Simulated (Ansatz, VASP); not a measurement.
# CaSe: VASP beside Ansatz

The input INCAR:

```
SYSTEM = CaSe
PREC     = Accurate       ! precision mode
ENCUT    = 520            ! plane-wave cutoff, eV
EDIFF    = 1E-7           ! SCF threshold, eV
ISMEAR   = -1             ! smearing method
SIGMA    = 0.02           ! smearing width, eV
LREAL    = .FALSE.        ! projectors in reciprocal space
LASPH    = .TRUE.         ! aspherical terms in the spheres
NELM     = 80             ! most SCF steps
ALGO     = Normal         ! electronic algorithm
ISIF     = 2              ! what is computed and relaxed
LWAVE    = .FALSE.        ! write WAVECAR
LCHARG   = .FALSE.        ! write CHGCAR
GGA      = PE             ! functional
NBANDS   = 15             ! bands
```

The input KPOINTS:

```
regular mesh
0
G
  6 6 6
  0 0 0
```

File POSCAR:

```
CaSe
1.0
    0.0000000000      3.2795613671      3.2795613671
    3.2795613671      0.0000000000      3.2795613671
    3.2795613671      3.2795613671      0.0000000000
Ca Se
1 1
Direct
    0.0000000000      0.0000000000      0.0000000000
    0.2500000000      0.2500000000      0.2500000000
```

Input for Ansatz:

```yaml
crystal:
  lattice:
    - [0.0, 3.2795613671, 3.2795613671]
    - [3.2795613671, 0.0, 3.2795613671]
    - [3.2795613671, 3.2795613671, 0.0]
  atoms:
    - { symbol: Ca, position: [0.0, 0.0, 0.0] }
    - { symbol: Se, position: [0.25, 0.25, 0.25] }
kpoints:
  mp_grid: { grid: [6, 6, 6] }
  band_path:
    path:
      - [[0.0, 0.0, 0.0], [-0.5, -0.5, -7.069220592182e-34], [-0.375, -0.375, 0.25]]
      - [[-0.375, -4.322559293114e-18, 0.375], [0.0, 0.0, 0.0], [-1.253987680587e-17, -1.253987680587e-17, 0.5], [-0.5, -0.25, 0.25], [-0.5, -0.5, -7.069220592182e-34]]
    npoints: 10
hamiltonian:
  xc: pbe
scf:
  occupations: { method: fermi_dirac, width: 0.02 }
  n_extra_bands: 4
output:
  forces: true
  stress: true
  eigenvalues: true
  write_density: true
  write_potential: true
  elf: true
  volumetric_format: npy
```

Alike in both runs: task single point; functional PBE; k mesh 6 × 6 × 6; occupations fermi-dirac, width 0.02 eV; no spin polarisation.

```csv
,VASP,Ansatz
version,VASP 6.6.1,Ansatz 0.2.0
potentials or method,"VASP PAW PBE potentials, release 64 (Ca_sv, Se)","plane waves, PAW"
plane-wave cutoff (eV),520,420
valence electrons in the cell,16,26
```

```csv
,VASP,Ansatz,Ansatz less VASP
gap on the k mesh at the Fermi level (eV),3.21,3.21,+0.001
pressure (GPa),0.6,0.4,-0.11
```

VASP's potentials hold 16 valence electrons a cell and Ansatz's 26, so a difference there can come from the potentials and not from the codes.
